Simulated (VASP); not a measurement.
The system is Co.

```
Co
1.0
     2.26532    0.00000    0.00000
    -1.13266    1.96182    0.00000
     0.00000    0.00000    3.66370
Co
2
Direct
  0.66667 0.33333 0.25000
  0.33333 0.66667 0.75000
```

Base run:

- Program: VASP 6.6.1
- Functional: PBE
- Potentials or basis: VASP PAW PBE potentials, release 64 (Co)
- Cutoff: 520 eV
- k mesh: 24 × 24 × 12
- Occupations: gaussian, width 0.15 eV
- Spin: collinear spin, ferromagnetic start
- Starting moments: [1.1, 1.1] μB
- Fixed moment: 2.2 μB

Its results: pressure 113.1 GPa; site moments Co +1.07 μB.

Task: The run is repeated on the same cell with these changes: fixed moment from 2.2 μB to 3.3 μB; moments at the start from [1.1, 1.1] to [1.65, 1.65]. What comes out?

Result: Pressure 127.2 GPa; site moments Co +1.61 μB.

Caveats: the cell stands under pressure; the total moment is fixed, so each spin has its own Fermi level.
